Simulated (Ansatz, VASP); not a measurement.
## PbO2: VASP beside Ansatz

The input INCAR:

```
SYSTEM = PbO2
PREC = Accurate ; ENCUT = 520
EDIFF = 1E-6 ; ISMEAR = -1
SIGMA = 0.05 ; LREAL = .False.
LASPH = .True. ; NELM = 80
ALGO = Normal ; ISIF = 2
LWAVE = .False. ; LCHARG = .False.
GGA = PS ; NBANDS = 20
```

The input KPOINTS:

```
regular mesh
0
Gamma
  12 12 12
  0 0 0
```

The input POSCAR:

```
PbO2
1.0
    0.0000000000      2.7019920000      2.7019920000
    2.7019920000      0.0000000000      2.7019920000
    2.7019920000      2.7019920000      0.0000000000
Pb O
1 2
Direct
    0.0000000000      0.0000000000      0.0000000000
    0.2500000000      0.2500000000      0.2500000000
    0.7500000000      0.7500000000      0.7500000000
```

Input for Ansatz:

```yaml
crystal:
  lattice:
    - [0.0, 2.701992, 2.701992]
    - [2.701992, 0.0, 2.701992]
    - [2.701992, 2.701992, 0.0]
  atoms:
    - { symbol: Pb, position: [0.0, 0.0, 0.0] }
    - { symbol: O, position: [0.25, 0.25, 0.25] }
    - { symbol: O, position: [0.75, 0.75, 0.75] }
kpoints:
  mp_grid: { grid: [12, 12, 12] }
  band_path:
    path:
      - [0.0, 0.0, 0.0]
      - [0.5, 0.0, 0.5]
      - [0.625, 0.25, 0.625]
      - [0.375, 0.375, 0.75]
      - [0.0, 0.0, 0.0]
      - [0.5, 0.5, 0.5]
      - [0.5, 0.25, 0.75]
      - [0.5, 0.0, 0.5]
    npoints: 6
scf:
  occupations: { method: fermi_dirac, width: 0.05 }
hamiltonian:
  xc: pbesol
  pseudopotentials: { kind: paw }
output:
  forces: true
  stress: true
  eigenvalues: true
  populations: true
  write_density: true
  write_potential: true
  elf: true
  volumetric_format: npy
```

Change from the starting cell: volume scaled by 1, PAW files.

Alike in both runs: task single point; functional PBEsol; k mesh 12 × 12 × 12; occupations fermi-dirac, width 0.05 eV; no spin polarisation.

|  | VASP | Ansatz |
| --- | --- | --- |
| version | VASP 6.6.1 | Ansatz 0.2.0 |
| potentials or method | VASP PAW PBE potentials, release 64 (Pb_d, O) | PAW with Ansatz's default frozen-core files, scalar-relativistic |
| plane-wave cutoff (eV) | 520 | 420 |
| valence electrons in the cell | 26 | 26 |

```csv
,VASP,Ansatz,Ansatz less VASP
pressure (GPa),-5.6,-5.8,-0.18
```

VASP's potentials were made for PBE, not for PBEsol. The functional is the same, so the differences come from potentials, cutoffs and numerics.

Neither program's run includes spin-orbit coupling.
